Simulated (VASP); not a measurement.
Runs of VASP 6.6.1 on Pb. The structure is that of space group Im-3m (No. 229), or close to it. The cells are those of the table. 

```csv
task,cell,k mesh,cutoff (eV),gap on the mesh (eV),pressure (GPa)
relaxation of cell and atoms,"relaxed from a = 3.403 Å, angles 109.5°, 1 atom",11 × 11 × 11,500,none,0.0
single point,"a = 3.361 Å, angles 109.5°, 1 atom",12 × 12 × 12,520,none,6.0
single point,"a = 3.507 Å, angles 109.5°, 1 atom",11 × 11 × 11,500,none,0.0
single point,"a = 3.411 Å, angles 109.5°, 1 atom",12 × 12 × 12,520,none,3.6
single point,"a = 3.507 Å, angles 109.5°, 1 atom",12 × 12 × 12,520,none,(a)
```

Alike in all rows: level RPBE; potentials or basis VASP PAW PBE potentials, release 64 (Pb_d); no spin polarisation; smearing fermi-dirac 0.1 eV.

Task: Estimate the missing entries.

Result: (a) 0.1.

Caveats: the PAW data sets were made with another functional, which shifts forces and pressure a little; spin-orbit coupling is left out, which moves the levels of the heavy elements.

A k mesh can miss the band edges, and the runs leave out spin-orbit coupling on Pb.

A gap of «none» marks levels without a gap at the run's occupations.
